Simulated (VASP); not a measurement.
# Ir (Fm-3m) in VASP: further runs

Runs on Ir. Level: LDA. Tasks: single point, relaxation of cell and atoms.

Program: VASP 6.6.1. These are calculated values, not measurements. Logs are shortened: lines on timing, memory, paths and dates and some standing lists are left out, and cuts for length are marked.

**1. The cell of the first run**

The structure is cubic, space group Fm-3m (No. 225). The conventional cell has a = 3.811 Å, b = 3.811 Å, c = 3.811 Å, α = 90.00°, β = 90.00°, γ = 90.00°. Ir (site symmetry m-3m) has 12 Ir at 2.69 Å within 3.6 Å.

**2. Single point, LDA**

File INCAR:

```
SYSTEM = Ir
ALGO = Fast ; EDIFF = 1E-6
ENCUT = 520 ; ISIF = 2
ISMEAR = 1 ; LASPH = .True.
LCHARG = .True. ; LELF = .True.
LREAL = .False. ; LVHAR = .True.
LWAVE = .False. ; NBANDS = 10
NELM = 100 ; PREC = Accurate
SIGMA = 0.1
```

File KPOINTS:

```
k-points
0
Gamma
  22 22 22
  0 0 0
```

File POSCAR:

```
Ir
1.0
    0.0000000000      1.9054655922      1.9054655922
    1.9054655922      0.0000000000      1.9054655922
    1.9054655922      1.9054655922      0.0000000000
Ir
1
Direct
    0.0000000000      0.0000000000      0.0000000000
```

Potentials or basis: VASP PAW LDA potentials, release 64 (Ir).

Started as:

```bash
$ cat potpaw_LDA.64/Ir/POTCAR > POTCAR
$ mpirun -np 1 vasp_std > vasp.out
```

OUTCAR:

```text
SYSTEM = Ir
   EDIFF = 1E-6
   ENCUT = 520
   ISIF = 2
   ISMEAR = 1
   LASPH = .True.
   LREAL = .False.
   NELM = 100
   PREC = Accurate

 ion  position               nearest neighbor table
   1  0.000  0.000  0.000-

  LATTYP: Found a face centered cubic cell.
 ALAT       =     3.8109311844

  Lattice vectors:

 A1 = (   0.0000000000,   1.9054655922,   1.9054655922)
 A2 = (   1.9054655922,   0.0000000000,   1.9054655922)
 A3 = (   1.9054655922,   1.9054655922,   0.0000000000)

Analysis of symmetry for initial positions (statically):
=====================================================================
 Subroutine PRICEL returns:
 Original cell was already a primitive cell.

 Routine SETGRP: Setting up the symmetry group for a
 face centered cubic supercell.

 Subroutine GETGRP returns: Found 48 space group operations
 (whereof 48 operations were pure point group operations)
 out of a pool of 48 trial point group operations.

The static configuration has the point symmetry O_h .

Analysis of symmetry for dynamics (positions and initial velocities):
=====================================================================
 Subroutine PRICEL returns:
 Original cell was already a primitive cell.

 Routine SETGRP: Setting up the symmetry group for a
 face centered cubic supercell.

 Subroutine GETGRP returns: Found 48 space group operations
 (whereof 48 operations were pure point group operations)
 out of a pool of 48 trial point group operations.

The dynamic configuration has the point symmetry O_h .

 Subroutine INISYM returns: Found 48 space group operations
 (whereof 48 operations are pure point group operations),
 and found     1 'primitive' translations

----------------------------------------------------------------------------------------

                                     Primitive cell

  volume of cell :      13.8367

  direct lattice vectors                    reciprocal lattice vectors
     0.000000000  1.905465592  1.905465592    -0.262403059  0.262403059  0.262403059
     1.905465592  0.000000000  1.905465592     0.262403059 -0.262403059  0.262403059
     1.905465592  1.905465592  0.000000000     0.262403059  0.262403059 -0.262403059

  length of vectors
     2.694735283  2.694735283  2.694735283     0.454495430  0.454495430  0.454495430

  position of ions in fractional coordinates (direct lattice)
[... 75 lines left out ...]
   ENCUT  =  520.0 eV  38.22 Ry    6.18 a.u.   5.01  5.01  5.01*2*pi/ulx,y,z
   NELM   =    100;   NELMIN=  2; NELMDL= -5     # of ELM steps
   EDIFF  = 0.1E-05   stopping-criterion for ELM
   LREAL  =      F    real-space projection
   EDIFFG = 0.1E-04   stopping-criterion for IOM
   NSW    =      0    number of steps for IOM
   IBRION =     -1    ionic relax: 0-MD 1-quasi-New 2-CG
   NFREE  =      0    steps in history (QN), initial steepest desc. (CG)
   ISIF   =      2    stress and relaxation
   ISYM   =      2    0-nonsym 1-usesym 2-fastsym
   POTIM  = 0.5000    time-step for ionic-motion
   TEBEG  =    0.0;   TEEND  =   0.0 temperature during run
   PSTRESS=    0.0 pullay stress
   NELECT =       9.0000    total number of electrons
   NUPDOWN=      -1.0000    fix difference up-down
   EMIN   =  10.00;   EMAX   =-10.00  energy-range for DOS
   EFERMI =   0.00;   METHOD = LEGACY
   ISMEAR =     1;   SIGMA  =   0.10  broadening in eV -4-tet -1-fermi 0-gaus
   EFERMI_NEDOS =   21; number of points for ismear=-14 and -15
   IALGO  =     68    algorithm
   IMIX   =      4    mixing-type and parameters
     AMIX     =   0.40;   BMIX     =  1.00
     AMIX_MAG =   1.60;   BMIX_MAG =  1.00
  volume/ion in A,a.u.               =      13.84        93.37
  Fermi-wavevector in a.u.,A,eV,Ry     =   1.418441  2.680465 27.374574  2.011974
  Thomas-Fermi vector in A             =   2.539566
   LORBIT       =      0    0 simple, 1 ext, 2 COOP (PROOUT), +10 PAW based schemes
   GGA     = CA    functional components
   LHFCALC =     F    Hartree Fock is set to
   AEXX    =    0.0000 exact exchange contribution
   IVDW    =     0    specifies the selected vdW correction
   LEPSILON=     F    determine dielectric tensor
   LRPA    =     F    only Hartree local field effects (RPA)
 non-spin polarized calculation
 RMM-DIIS sequential band-by-band and
 Methfessel and Paxton  Order N= 1 SIGMA  =   0.10
  energy-cutoff  :      520.00
  volume of cell :       13.84
 maximum number of plane-waves:       388
   NGX =  9   NGY =  9   NGZ =  9

 number of electron       9.0000001 magnetization

 Free energy of the ion-electron system (eV)
  ---------------------------------------------------
  ext. energy  EPLUGINS =         0.00000000
  ---------------------------------------------------
  free energy    TOTEN  =       -10.32044773 eV

  energy without entropy =      -10.32021335  energy(sigma->0) =      -10.32036960

 E-fermi :  10.6746     XC(G=0): -14.2683

 val. band max:       10.6738252735   @ k =  -0.1818   0.1364   0.0455
 cond. band min:      10.6756999199   @ k =   0.4091   0.4091   0.0000
 fundamental gap:      0.0018746464
 Fermi energy:        10.6746365224

 k-point     1 :       0.0000    0.0000    0.0000
  band No.  band energies     occupation
      1      -0.6397      2.00000
      2       6.6534      2.00000
      3       6.6534      2.00000
      4       6.6534      2.00000
      5       9.4760      2.00000
      6       9.4760      2.00000
      7      25.0036      0.00000
      8      30.6747      0.00000
      9      30.6747      0.00000
     10      30.6747      0.00000
[... 287 lines left out ...]
 k-point    24 :      -0.4545    0.0455    0.0000
  band No.  band energies     occupation
      1       2.4347      2.00000
      2       6.5006      2.00000
      3       6.6310      2.00000
      4       9.3953      2.00000
      5      11.5030     -0.00000
      6      12.0966     -0.00000
      7      18.3723      0.00000
      8      24.7677      0.00000
      9      30.4065      0.00000
     10      30.8578      0.00000

 [... further k-points ...]
[... 5 lines left out ...]
  --------------------------------------------------------------------------------------
  -------------------------------------------------------------------------------------
  Total        0.2135505      0.2135505      0.2135505      0.0000000      0.0000000      0.0000000
  in kB       24.7273614     24.7273614     24.7273614      0.0000000      0.0000000      0.0000000
  external PRESSURE =      24.7273614 kB  Pullay stress =       0.0000000 kB

 VOLUME and BASIS-vectors are now :
 -----------------------------------------------------------------------------
  energy-cutoff  :      520.00
  volume of cell :       13.84
      direct lattice vectors                 reciprocal lattice vectors
     0.000000000  1.905465592  1.905465592    -0.262403059  0.262403059  0.262403059
     1.905465592  0.000000000  1.905465592     0.262403059 -0.262403059  0.262403059
     1.905465592  1.905465592  0.000000000     0.262403059  0.262403059 -0.262403059

 POSITION                                       TOTAL-FORCE (eV/Angst)
 -----------------------------------------------------------------------------------
      0.00000      0.00000      0.00000         0.000000      0.000000      0.000000
 -----------------------------------------------------------------------------------
    total drift:                                0.000000     -0.000000     -0.000000

  FREE ENERGIE OF THE ION-ELECTRON SYSTEM (eV)
  ---------------------------------------------------
  free  energy   TOTEN  =       -10.3204477330 eV

  energy  without entropy=      -10.3202133456  energy(sigma->0) =      -10.32036960
```

OSZICAR:

```text
N       E                     dE             d eps       ncg     rms          rms(c)
DAV:   1     0.474353911686E+02    0.47435E+02   -0.44525E+03  6656   0.829E+02
DAV:   2    -0.996812323594E+01   -0.57404E+02   -0.54295E+02  6720   0.197E+02
DAV:   3    -0.109214898923E+02   -0.95337E+00   -0.94801E+00  7692   0.314E+01
DAV:   4    -0.109306213770E+02   -0.91315E-02   -0.91295E-02  7484   0.281E+00
DAV:   5    -0.109308053800E+02   -0.18400E-03   -0.18400E-03  7622   0.384E-01    0.167E+01
RMM:   6    -0.104186694394E+02    0.51214E+00   -0.39845E-01  6846   0.792E+00    0.648E+00
RMM:   7    -0.103256729725E+02    0.92996E-01   -0.17979E-01  6936   0.377E+00    0.155E+00
RMM:   8    -0.103260041774E+02   -0.33120E-03   -0.21999E-02  8145   0.189E+00    0.144E+00
RMM:   9    -0.103251504163E+02    0.85376E-03   -0.63293E-03  8339   0.768E-01    0.820E-01
RMM:  10    -0.103207536337E+02    0.43968E-02   -0.37583E-03  6988   0.979E-01    0.701E-01
RMM:  11    -0.103207680085E+02   -0.14375E-04   -0.47118E-04  7268   0.172E-01    0.503E-01
RMM:  12    -0.103207195081E+02    0.48500E-04   -0.49220E-05  8748   0.598E-02    0.459E-01
RMM:  13    -0.103206837724E+02    0.35736E-04   -0.10202E-05  7863   0.321E-02    0.434E-01
RMM:  14    -0.103205507711E+02    0.13300E-03   -0.68569E-05 10176   0.102E-01    0.293E-01
RMM:  15    -0.103204469492E+02    0.10382E-03   -0.25038E-04 11347   0.195E-01    0.500E-02
RMM:  16    -0.103204477330E+02   -0.78375E-06   -0.54076E-06  8756   0.294E-02
   1 F= -.10320448E+02 E0= -.10320370E+02  d E =-.234387E-03
```

Wall time 63 s (1 thread of Intel Xeon Platinum 8259CL at 2.50GHz (Skylake/Cascade Lake), shared host); peak memory 0.16 GiB.

Results:

- Free energy: -10.3204 eV
- Pressure: 2.5 GPa

Levels at points of the mesh, in eV from the Fermi level:
| k point | band 1 | band 2 | band 3 | band 4 | band 5 | band 6 | band 7 | band 8 | band 9 |
| --- | --- | --- | --- | --- | --- | --- | --- | --- | --- |
| (0.00, 0.00, 0.00) | -11.31 | -4.02 | -4.02 | -4.02 | -1.20 | -1.20 | 14.33 | 20.00 | 20.00 |
| (0.50, 0.00, 0.00) | -8.32 | -4.12 | -4.12 | -0.74 | 0.97 | 0.97 | 7.53 | 13.87 | 19.97 |
| (0.50, 0.50, 0.00) | -8.15 | -7.58 | 0.95 | 1.56 | 1.56 | 1.77 | 10.86 | 11.84 | 11.84 |

Caveat: spin-orbit coupling is left out, which moves the levels of the heavy elements.

**3. Relaxation of cell and atoms, LDA**

This run uses another cell than the first one, of 14.06 Å³/atom, 1.016 times its volume.

File INCAR:

```
SYSTEM = Ir
ALGO = Normal ; EDIFF = 1E-6
EDIFFG = -0.01 ; ENCUT = 600
GGA = CA ; IBRION = 2
ISIF = 3 ; ISMEAR = 1
LASPH = .True. ; LCHARG = .False.
LREAL = .False. ; LWAVE = .False.
NELM = 100 ; NSW = 80
PREC = Accurate ; SIGMA = 0.1
```

KPOINTS is that of step 2.

File POSCAR:

```
Ir
1.0
    0.0000000000      1.9156000000      1.9156000000
    1.9156000000      0.0000000000      1.9156000000
    1.9156000000      1.9156000000      0.0000000000
Ir
1
Direct
    0.0000000000      0.0000000000      0.0000000000
```

Potentials or basis: VASP PAW LDA potentials, release 64 (Ir).

Started as:

```bash
$ cat potpaw_LDA.64/Ir/POTCAR > POTCAR
$ mpirun -np 1 vasp_std > vasp.out
```

OUTCAR:

```text
SYSTEM = Ir
   EDIFF = 1E-6
   EDIFFG = -0.01
   ENCUT = 600
   GGA = CA
   IBRION = 2
   ISIF = 3
   ISMEAR = 1
   LASPH = .True.
   LREAL = .False.
   NELM = 100
   NSW = 80
   PREC = Accurate

 ion  position               nearest neighbor table
   1  0.000  0.000  0.000-

  LATTYP: Found a face centered cubic cell.
 ALAT       =     3.8312000000

  Lattice vectors:

 A1 = (   0.0000000000,   1.9156000000,   1.9156000000)
 A2 = (   1.9156000000,   0.0000000000,   1.9156000000)
 A3 = (   1.9156000000,   1.9156000000,   0.0000000000)

Analysis of symmetry for initial positions (statically):
=====================================================================
 Subroutine PRICEL returns:
 Original cell was already a primitive cell.
[... 246 lines left out ...]
  free energy    TOTEN  =       -10.32136129 eV

  energy without entropy =      -10.32110309  energy(sigma->0) =      -10.32127523

 E-fermi :  10.5513     XC(G=0): -14.2290

 val. band max:       10.5498020654   @ k =  -0.1818   0.1364   0.0455
 cond. band min:      10.5575390657   @ k =   0.3636   0.1818   0.0000
 fundamental gap:      0.0077370004
 Fermi energy:        10.5512626072

 k-point     1 :       0.0000    0.0000    0.0000
  band No.  band energies     occupation
      1      -0.6883      2.00000
      2       6.5720      2.00000
      3       6.5720      2.00000
      4       6.5720      2.00000
      5       9.3644      2.00000
      6       9.3644      2.00000
      7      24.8968      0.00000
      8      30.5267      0.00000
[... 243 lines left out ...]
 k-point    24 :      -0.4545    0.0455    0.0000
  band No.  band energies     occupation
      1       2.3847      2.00000
      2       6.4223      2.00000
      3       6.5512      2.00000
      4       9.2904      2.00000
      5      11.3690     -0.00000
      6      11.9596     -0.00000
      7      18.1785      0.00000
      8      24.6561      0.00000

 [... further k-points ...]
[... 5 lines left out ...]
  --------------------------------------------------------------------------------------
  -------------------------------------------------------------------------------------
  Total       -0.0055668     -0.0055668     -0.0055668      0.0000000     -0.0000000      0.0000000
  in kB       -0.6402288     -0.6402288     -0.6402288      0.0000000     -0.0000000      0.0000000
  external PRESSURE =      -0.6402288 kB  Pullay stress =       0.0000000 kB
[... 16 lines left out ...]
  FREE ENERGIE OF THE ION-ELECTRON SYSTEM (eV)
  ---------------------------------------------------
  free  energy   TOTEN  =       -10.3213612920 eV

  energy  without entropy=      -10.3211030920  energy(sigma->0) =      -10.32127523

 reached required accuracy - stopping structural energy minimisation
```

OSZICAR:

```text
N       E                     dE             d eps       ncg     rms          rms(c)
DAV:   1     0.476518417630E+02    0.47652E+02   -0.49813E+03  5280   0.116E+03
DAV:   2    -0.101827256369E+02   -0.57835E+02   -0.56094E+02  5272   0.216E+02
DAV:   3    -0.109333181327E+02   -0.75059E+00   -0.74822E+00  7640   0.336E+01
[... 21 lines left out ...]
DAV:   3    -0.103213371599E+02    0.67128E-02   -0.30158E-02  6736   0.228E+00    0.320E-01
DAV:   4    -0.103213383992E+02   -0.12393E-05   -0.52860E-04  6912   0.278E-01    0.721E-02
DAV:   5    -0.103213584105E+02   -0.20011E-04   -0.33601E-05  7680   0.357E-02    0.128E-02
DAV:   6    -0.103213612888E+02   -0.28783E-05   -0.11299E-06  5064   0.981E-03    0.102E-03
DAV:   7    -0.103213612920E+02   -0.31893E-08   -0.27955E-08  2800   0.164E-03
   3 F= -.10321361E+02 E0= -.10321275E+02  d E =-.149716E-02
```

Run time: 88 s. Hardware: 1 thread of Intel Xeon Platinum 8259CL at 2.50GHz (Skylake/Cascade Lake), shared host; peak memory 0.19 GiB.

Results:

| Item | Value |
| --- | --- |
| Free energy | -10.3214 eV |
| Relaxed volume | 13.93 Å³/atom |
| Relaxed cell | a = 2.701 Å, b = 2.701 Å, c = 2.701 Å, α = 60.00°, β = 60.00°, γ = 60.00° |
| Space group after relaxing (to 0.05 Å) | Fm-3m (No. 225) |
| Energy gained by relaxing | 1.5 meV/atom |
| Ionic steps | 3 |
| Pressure after relaxing | -0.1 GPa |

The path:
```tsv
step	energy change (eV)	largest force (eV/Å)	pressure (GPa)	volume (Å³)
1	0.0000	0.0000	-3.66	14.06
2	0.0243	0.0000	16.72	13.41
3	-0.0015	0.0000	-0.06	13.93
```

Final structure:
```
CELL_PARAMETERS angstrom
0.00000 1.90978 1.90978
1.90978 0.00000 1.90978
1.90978 1.90978 0.00000
ATOMIC_POSITIONS crystal
Ir 0.00000 0.00000 0.00000
```

Caveat: spin-orbit coupling is left out, which moves the levels of the heavy elements.
